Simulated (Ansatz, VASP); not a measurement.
In3Se: VASP beside Ansatz

```
In Se
1.0
     5.29629    0.00000    0.00000
     0.00000    5.29629    0.00000
     0.00000    0.00000    3.44259
In Se
3 1
Cartesian
  0.0000 2.6481 1.7213
  2.6481 0.0000 1.7213
  2.6481 2.6481 0.0000
  0.0000 0.0000 0.0000
```

Alike in both runs: task single point; functional PBEsol; dispersion D3(BJ); k mesh 12 × 12 × 12; occupations gaussian, width 0.15 eV; no spin polarisation.

|  | VASP | Ansatz |
| --- | --- | --- |
| version | VASP 6.6.1 | Ansatz 0.2.0 |
| potentials or method | VASP PAW PBE potentials, release 64 (In_d, Se), cutoff 520 eV | scalar-relativistic, plane waves, PAW |
| valence electrons in the cell | 45 | 55 |

|  | VASP | Ansatz | Ansatz less VASP |
| --- | --- | --- | --- |
| gap on the k mesh at the Fermi level (eV) | none | none | - |
| pressure (GPa) | -1.8 | -1.8 | -0.01 |
| traceless stress, the component that is largest in VASP (GPa) | 2.16 | 2.16 | +0.001 |

VASP's potentials were made for PBE, not for PBEsol. A gap of «none» marks a metal or a gap that the smearing closes. VASP's potentials hold 45 valence electrons a cell and Ansatz's 55, so a difference there can come from the potentials and not from the codes.
